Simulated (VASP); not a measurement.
# AlCo (Pm-3m) in VASP: a series of runs

AlCo is run at these levels: LDA, PBEsol, revPBE, PBE; tasks: single point.

All numbers are computed with VASP 6.6.1; they aren't measurements. Logs are shortened: lines on timing, memory, paths and dates and some standing lists are left out, and cuts for length are marked.

**1. The cell of the first run**

Symmetry: Pm-3m, No. 221, cubic system. Conventional cell: a = 2.819 Å, b = 2.819 Å, c = 2.819 Å, α = 90.00°, β = 90.00°, γ = 90.00°. Within 3.2 Å of Al (site symmetry m-3m) lie 8 Co at 2.44 Å and 6 Al at 2.82 Å. Within 3.2 Å of Co (site symmetry m-3m) lie 8 Al at 2.44 Å and 6 Co at 2.82 Å.

**2. Single point, LDA, collinear spin, ferromagnetic start**

The input, INCAR:

```
SYSTEM = AlCo
  PREC = Accurate
  ENCUT = 520
  EDIFF = 1E-6
  ISMEAR = 0
  SIGMA = 0.1
  LREAL = .FALSE.
  LASPH = .TRUE.
  NELM = 150
  ALGO = Normal
  ISIF = 2
  LWAVE = .FALSE.
  LCHARG = .FALSE.
  ISPIN = 2
  MAGMOM = 0 1.8
  LORBIT = 11
  LMAXMIX = 4
  GGA = CA
  NBANDS = 17
```

The input, KPOINTS:

```
regular mesh
0
G
  10 10 10
  0 0 0
```

The input, POSCAR:

```
AlCo
1.0
    2.8194032100      0.0000000000      0.0000000000
    0.0000000000      2.8194032100      0.0000000000
    0.0000000000      0.0000000000      2.8194032100
Al Co
1 1
Direct
    0.0000000000      0.0000000000      0.0000000000
    0.4999999982      0.4999999982      0.4999999982
```

Potentials or basis: VASP PAW LDA potentials, release 64 (Al, Co).

Started as:

```bash
cat potpaw_LDA.64/Al/POTCAR potpaw_LDA.64/Co/POTCAR > POTCAR
mpirun -np 1 vasp_std > vasp.out
```

OUTCAR:

```text
SYSTEM = AlCo
   PREC = Accurate
   ENCUT = 520
   EDIFF = 1E-6
   ISMEAR = 0
   LREAL = .FALSE.
   LASPH = .TRUE.
   NELM = 150
   ISIF = 2
   ISPIN = 2
   LORBIT = 11
   GGA = CA

 ion  position               nearest neighbor table
   1  0.000  0.000  0.000-   2 2.44   2 2.44   2 2.44   2 2.44   2 2.44   2 2.44   2 2.44   2 2.44

   2  0.500  0.500  0.500-   1 2.44   1 2.44   1 2.44   1 2.44   1 2.44   1 2.44   1 2.44   1 2.44

  LATTYP: Found a simple cubic cell.
 ALAT       =     2.8194032100

  Lattice vectors:

 A1 = (   2.8194032100,   0.0000000000,   0.0000000000)
 A2 = (   0.0000000000,   2.8194032100,   0.0000000000)
 A3 = (   0.0000000000,   0.0000000000,   2.8194032100)

Analysis of symmetry for initial positions (statically):
=====================================================================
 Subroutine PRICEL returns:
 Original cell was already a primitive cell.

 Routine SETGRP: Setting up the symmetry group for a
 simple cubic supercell.

 Subroutine GETGRP returns: Found 48 space group operations
 (whereof 48 operations were pure point group operations)
 out of a pool of 48 trial point group operations.

The static configuration has the point symmetry O_h .

Analysis of symmetry for dynamics (positions and initial velocities):
=====================================================================
 Subroutine PRICEL returns:
 Original cell was already a primitive cell.

 Routine SETGRP: Setting up the symmetry group for a
 simple cubic supercell.

 Subroutine GETGRP returns: Found 48 space group operations
 (whereof 48 operations were pure point group operations)
 out of a pool of 48 trial point group operations.

The dynamic configuration has the point symmetry O_h .

Analysis of structural, dynamic, and magnetic symmetry:
=====================================================================
 Subroutine PRICEL returns:
 Original cell was already a primitive cell.

 Routine SETGRP: Setting up the symmetry group for a
 simple cubic supercell.

 Subroutine GETGRP returns: Found 48 space group operations
 (whereof 48 operations were pure point group operations)
 out of a pool of 48 trial point group operations.

The overall configuration has the point symmetry O_h .

 Subroutine INISYM returns: Found 48 space group operations
 (whereof 48 operations are pure point group operations),
 and found     1 'primitive' translations

----------------------------------------------------------------------------------------

                                     Primitive cell

[... 111 lines left out ...]
  volume/ion in A,a.u.               =      11.21        75.62
  Fermi-wavevector in a.u.,A,eV,Ry     =   1.329366  2.512138 24.044423  1.767215
  Thomas-Fermi vector in A             =   2.458534
   LORBIT       =     11    0 simple, 1 ext, 2 COOP (PROOUT), +10 PAW based schemes
   GGA     = CA    functional components
   LHFCALC =     F    Hartree Fock is set to
   AEXX    =    0.0000 exact exchange contribution
   IVDW    =     0    specifies the selected vdW correction
   LEPSILON=     F    determine dielectric tensor
   LRPA    =     F    only Hartree local field effects (RPA)
 spin polarized calculation
 Gauss-broadening in eV      SIGMA  =   0.10
  energy-cutoff  :      520.00
  volume of cell :       22.41
 maximum number of plane-waves:       624
 NGX is ok and might be reduce to    24
   NGX = 11   NGY = 11   NGZ = 11

 number of electron      11.9999996 magnetization      -0.0063094

 number of electron      11.9999996 magnetization       0.0003574

 Free energy of the ion-electron system (eV)
  ---------------------------------------------------
  ext. energy  EPLUGINS =         0.00000000
  ---------------------------------------------------
  free energy    TOTEN  =       -13.70301294 eV

  energy without entropy =      -13.69962410  energy(sigma->0) =      -13.70131852

 E-fermi :  10.7140     XC(G=0): -12.6708

 val. band max:       10.6767025201   @ k =   0.4000   0.4000   0.4000
 cond. band min:      10.7724984116   @ k =   0.5000   0.3000   0.0000
 fundamental gap:      0.0957958915
 Fermi energy:        10.7140415536

 spin component 1

 k-point     1 :       0.0000    0.0000    0.0000
  band No.  band energies     occupation
      1      -0.4921      1.00000
      2       7.5956      1.00000
      3       7.5956      1.00000
      4       9.8825      1.00000
      5       9.8825      1.00000
      6       9.8825      1.00000
[... 459 lines left out ...]
      6       9.7655      1.00000
[... 9 lines left out ...]
     16      31.9194      0.00000
     17      33.0890      0.00000

 [... further k-points ...]

 spin component 2

 k-point     1 :       0.0000    0.0000    0.0000
  band No.  band energies     occupation
      1      -0.4923      1.00000
      2       7.5958      1.00000
      3       7.5958      1.00000
      4       9.8827      1.00000
      5       9.8827      1.00000
      6       9.8827      1.00000
[... 459 lines left out ...]
      6       9.7657      1.00000
[... 9 lines left out ...]
     16      31.9193      0.00000
     17      33.0889      0.00000

 [... further k-points ...]
[... 5 lines left out ...]
  --------------------------------------------------------------------------------------
  -------------------------------------------------------------------------------------
  Total       -0.7088527     -0.7088527     -0.7088527     -0.0000000     -0.0000000      0.0000000
  in kB      -50.6751476    -50.6751476    -50.6751476     -0.0000000     -0.0000000      0.0000000
  external PRESSURE =     -50.6751476 kB  Pullay stress =       0.0000000 kB

 VOLUME and BASIS-vectors are now :
 -----------------------------------------------------------------------------
  energy-cutoff  :      520.00
  volume of cell :       22.41
      direct lattice vectors                 reciprocal lattice vectors
     2.819403210  0.000000000  0.000000000     0.354684990  0.000000000  0.000000000
     0.000000000  2.819403210  0.000000000     0.000000000  0.354684990  0.000000000
     0.000000000  0.000000000  2.819403210     0.000000000  0.000000000  0.354684990

 POSITION                                       TOTAL-FORCE (eV/Angst)
 -----------------------------------------------------------------------------------
      0.00000      0.00000      0.00000         0.000000      0.000000      0.000000
      1.40970      1.40970      1.40970         0.000000      0.000000      0.000000
 -----------------------------------------------------------------------------------
    total drift:                                0.000000      0.000000      0.000000

  FREE ENERGIE OF THE ION-ELECTRON SYSTEM (eV)
  ---------------------------------------------------
  free  energy   TOTEN  =       -13.7030129408 eV

  energy  without entropy=      -13.6996241038  energy(sigma->0) =      -13.70131852

 total charge

# of ion       s       p       d       tot
------------------------------------------
    1        0.404   0.448   0.000   0.851
    2        0.449   0.531   7.556   8.536
--------------------------------------------------
tot          0.852   0.979   7.556   9.387

 magnetization (x)

# of ion       s       p       d       tot
------------------------------------------
    1       -0.000  -0.000   0.000  -0.000
    2       -0.000  -0.000   0.000   0.000
--------------------------------------------------
tot         -0.000  -0.000   0.000   0.000
```

OSZICAR:

```text
N       E                     dE             d eps       ncg     rms          rms(c)
DAV:   1     0.375797462910E+02    0.37580E+02   -0.48188E+03  3920   0.721E+02
DAV:   2    -0.128548677687E+02   -0.50435E+02   -0.44893E+02  4271   0.153E+02
DAV:   3    -0.149528154921E+02   -0.20979E+01   -0.20647E+01  4611   0.329E+01
DAV:   4    -0.149804632225E+02   -0.27648E-01   -0.27627E-01  4586   0.340E+00
DAV:   5    -0.149811665931E+02   -0.70337E-03   -0.70331E-03  4739   0.577E-01    0.139E+01
DAV:   6    -0.175312458666E+02   -0.25501E+01   -0.45320E+01  4327   0.726E+01    0.164E+01
DAV:   7    -0.137513301584E+02    0.37799E+01   -0.23523E+01  4484   0.467E+01    0.226E+00
DAV:   8    -0.137208975276E+02    0.30433E-01   -0.12757E-01  4584   0.227E+00    0.133E+00
DAV:   9    -0.137042228723E+02    0.16675E-01   -0.31165E-02  4833   0.143E+00    0.642E-01
DAV:  10    -0.137029936268E+02    0.12292E-02   -0.60094E-04  4413   0.201E-01    0.198E-01
DAV:  11    -0.137030245012E+02   -0.30874E-04   -0.14475E-04  5092   0.969E-02    0.118E-01
DAV:  12    -0.137030306246E+02   -0.61233E-05   -0.90572E-05  5188   0.724E-02    0.556E-02
DAV:  13    -0.137030126154E+02    0.18009E-04   -0.12965E-05  4135   0.280E-02    0.161E-02
DAV:  14    -0.137030129408E+02   -0.32546E-06   -0.11909E-06  2166   0.884E-03
   1 F= -.13703013E+02 E0= -.13701319E+02  d E =-.338884E-02  mag=    -0.0001
```

Wall time 71 s (1 thread of AMD EPYC 7R13, shared host); peak memory 0.13 GiB.

Results:

```yaml
Free_energy: -13.7030 eV
Pressure: -5.1 GPa
Band_gap_on_the_k_mesh: zero (filled and empty bands overlap)
Net_moment: 0.00 μB per cell
Valence_electrons_inside_the_program's_atomic_spheres: Al 0.85; Co 8.54
```

Caveat: the starting moments collapsed, and a magnetic state may lie lower.

**3. Single point, PBEsol, collinear spin, ferromagnetic start**

The input, INCAR:

```
SYSTEM = AlCo
PREC = Accurate
ENCUT = 520
EDIFF = 1E-6
ISMEAR = 0
SIGMA = 0.1
LREAL = .FALSE.
LASPH = .TRUE.
NELM = 150
ALGO = Normal
ISIF = 2
LWAVE = .FALSE.
LCHARG = .TRUE.
ISPIN = 2
MAGMOM = 0 1.8
LORBIT = 11
LMAXMIX = 4
GGA = PS
LELF = .TRUE.
LVHAR = .TRUE.
NBANDS = 17
```

The input, KPOINTS:

```
Automatic mesh
0
G
  10 10 10
  0 0 0
```

POSCAR is that of step 2.

Potentials or basis: VASP PAW PBE potentials, release 64 (Al, Co).

Started as:

```bash
cat potpaw_PBE.64/Al/POTCAR potpaw_PBE.64/Co/POTCAR > POTCAR
mpirun -np 1 vasp_std > vasp.out
```

OUTCAR:

```text
SYSTEM = AlCo
   PREC = Accurate
   ENCUT = 520
   EDIFF = 1E-6
   ISMEAR = 0
   LREAL = .FALSE.
   LASPH = .TRUE.
   NELM = 150
   ISIF = 2
   ISPIN = 2
   LORBIT = 11
   GGA = PS

 ion  position               nearest neighbor table
   1  0.000  0.000  0.000-   2 2.44   2 2.44   2 2.44   2 2.44   2 2.44   2 2.44   2 2.44   2 2.44

   2  0.500  0.500  0.500-   1 2.44   1 2.44   1 2.44   1 2.44   1 2.44   1 2.44   1 2.44   1 2.44

  LATTYP: Found a simple cubic cell.
 ALAT       =     2.8194032100

  Lattice vectors:

 A1 = (   2.8194032100,   0.0000000000,   0.0000000000)
 A2 = (   0.0000000000,   2.8194032100,   0.0000000000)
 A3 = (   0.0000000000,   0.0000000000,   2.8194032100)

Analysis of symmetry for initial positions (statically):
=====================================================================
 Subroutine PRICEL returns:
 Original cell was already a primitive cell.

 Routine SETGRP: Setting up the symmetry group for a
 simple cubic supercell.

 Subroutine GETGRP returns: Found 48 space group operations
 (whereof 48 operations were pure point group operations)
 out of a pool of 48 trial point group operations.

The static configuration has the point symmetry O_h .

Analysis of symmetry for dynamics (positions and initial velocities):
=====================================================================
 Subroutine PRICEL returns:
 Original cell was already a primitive cell.

 Routine SETGRP: Setting up the symmetry group for a
 simple cubic supercell.

 Subroutine GETGRP returns: Found 48 space group operations
 (whereof 48 operations were pure point group operations)
 out of a pool of 48 trial point group operations.

The dynamic configuration has the point symmetry O_h .

Analysis of structural, dynamic, and magnetic symmetry:
=====================================================================
 Subroutine PRICEL returns:
 Original cell was already a primitive cell.

 Routine SETGRP: Setting up the symmetry group for a
 simple cubic supercell.

 Subroutine GETGRP returns: Found 48 space group operations
[... 147 lines left out ...]
  ---------------------------------------------------
  ext. energy  EPLUGINS =         0.00000000
  ---------------------------------------------------
  free energy    TOTEN  =       -13.08470820 eV

  energy without entropy =      -13.08176098  energy(sigma->0) =      -13.08323459

 E-fermi :  10.8672     XC(G=0): -12.5440

 val. band max:       10.8127732914   @ k =   0.5000   0.4000   0.1000
 cond. band min:      10.9352969579   @ k =   0.5000   0.3000   0.0000
 fundamental gap:      0.1225236665
 Fermi energy:        10.8671943063

 spin component 1

 k-point     1 :       0.0000    0.0000    0.0000
  band No.  band energies     occupation
      1      -0.4031      1.00000
      2       7.7458      1.00000
      3       7.7458      1.00000
      4      10.0206      1.00000
      5      10.0206      1.00000
      6      10.0206      1.00000
[... 459 lines left out ...]
      6       9.9033      1.00000
[... 9 lines left out ...]
     16      32.2112      0.00000
     17      33.3071      0.00000

 [... further k-points ...]

 spin component 2

 k-point     1 :       0.0000    0.0000    0.0000
  band No.  band energies     occupation
      1      -0.4040      1.00000
      2       7.7479      1.00000
      3       7.7479      1.00000
      4      10.0221      1.00000
      5      10.0221      1.00000
      6      10.0221      1.00000
[... 459 lines left out ...]
      6       9.9048      1.00000
[... 9 lines left out ...]
     16      32.2107      0.00000
     17      33.3065      0.00000

 [... further k-points ...]
[... 5 lines left out ...]
  --------------------------------------------------------------------------------------
  -------------------------------------------------------------------------------------
  Total        0.1007854      0.1007854      0.1007854      0.0000000      0.0000000     -0.0000000
  in kB        7.2050406      7.2050406      7.2050406      0.0000000      0.0000000     -0.0000000
  external PRESSURE =       7.2050406 kB  Pullay stress =       0.0000000 kB

 VOLUME and BASIS-vectors are now :
 -----------------------------------------------------------------------------
  energy-cutoff  :      520.00
  volume of cell :       22.41
      direct lattice vectors                 reciprocal lattice vectors
     2.819403210  0.000000000  0.000000000     0.354684990  0.000000000  0.000000000
     0.000000000  2.819403210  0.000000000     0.000000000  0.354684990  0.000000000
     0.000000000  0.000000000  2.819403210     0.000000000  0.000000000  0.354684990

 POSITION                                       TOTAL-FORCE (eV/Angst)
 -----------------------------------------------------------------------------------
      0.00000      0.00000      0.00000         0.000000      0.000000      0.000000
      1.40970      1.40970      1.40970         0.000000      0.000000      0.000000
 -----------------------------------------------------------------------------------
    total drift:                                0.000000      0.000000      0.000000

  FREE ENERGIE OF THE ION-ELECTRON SYSTEM (eV)
  ---------------------------------------------------
  free  energy   TOTEN  =       -13.0847082011 eV

  energy  without entropy=      -13.0817609847  energy(sigma->0) =      -13.08323459

 total charge

# of ion       s       p       d       tot
------------------------------------------
    1        0.398   0.442   0.000   0.840
    2        0.448   0.537   7.533   8.518
--------------------------------------------------
tot          0.846   0.979   7.533   9.358

 magnetization (x)

# of ion       s       p       d       tot
------------------------------------------
    1       -0.000  -0.000   0.000  -0.000
    2       -0.000  -0.000   0.001   0.001
--------------------------------------------------
tot         -0.000  -0.000   0.001   0.001
```

OSZICAR:

```text
N       E                     dE             d eps       ncg     rms          rms(c)
DAV:   1     0.376953417586E+02    0.37695E+02   -0.47550E+03  3904   0.712E+02
DAV:   2    -0.125412107169E+02   -0.50237E+02   -0.44783E+02  4313   0.152E+02
DAV:   3    -0.145859646168E+02   -0.20448E+01   -0.20103E+01  4631   0.324E+01
DAV:   4    -0.146149410146E+02   -0.28976E-01   -0.28957E-01  4671   0.347E+00
DAV:   5    -0.146157509506E+02   -0.80994E-03   -0.80987E-03  4777   0.611E-01    0.145E+01
DAV:   6    -0.175211155565E+02   -0.29054E+01   -0.52110E+01  4276   0.772E+01    0.174E+01
DAV:   7    -0.131231193315E+02    0.43980E+01   -0.26844E+01  4473   0.490E+01    0.225E+00
DAV:   8    -0.131009132872E+02    0.22206E-01   -0.14173E-01  4617   0.238E+00    0.137E+00
DAV:   9    -0.130854471862E+02    0.15466E-01   -0.49923E-02  4755   0.167E+00    0.528E-01
DAV:  10    -0.130847091079E+02    0.73808E-03   -0.12566E-03  4441   0.307E-01    0.197E-01
DAV:  11    -0.130847013113E+02    0.77966E-05   -0.11643E-04  5485   0.854E-02    0.131E-01
DAV:  12    -0.130847091985E+02   -0.78871E-05   -0.21705E-04  4972   0.104E-01    0.338E-02
DAV:  13    -0.130847082011E+02    0.99740E-06   -0.58201E-06  4310   0.171E-02
   1 F= -.13084708E+02 E0= -.13083235E+02  d E =-.294722E-02  mag=     0.0007
```

stdout:

```text
POSCAR found type information on POSCAR AlCo
 POSCAR found :  2 types and       2 ions
 scaLAPACK will be used
 -----------------------------------------------------------------------------
|                                                                             |
|                                                                             |
|     You enforced a specific xc type in the INCAR file but a different       |
|     I HOPE YOU KNOW WHAT YOU ARE DOING!                                     |
|                                                                             |
 -----------------------------------------------------------------------------

 LDA part: xc-table for (Slater+PW92), standard interpolation
 POSCAR, INCAR and KPOINTS ok, starting setup
 FFT: planning ... GRIDC
 FFT: planning ... GRID_SOFT
 FFT: planning ... GRID
 WAVECAR not read
 entering main loop
```

It took 76 s on 1 thread of AMD EPYC 7R13, shared host; peak memory 0.14 GiB.

What came out:

```
Free energy                                           : -13.0847 eV
Pressure                                              : 0.7 GPa
Band gap on the k mesh                                : zero (filled and empty bands overlap)
Net moment                                            : 0.00 μB per cell
Valence electrons inside the program's atomic spheres : Al 0.84; Co 8.52
```

Caveat: the starting moments collapsed, and a magnetic state may lie lower; the PAW data sets were made with another functional, which shifts forces and pressure a little.

(Continued in part 2 of 2.)
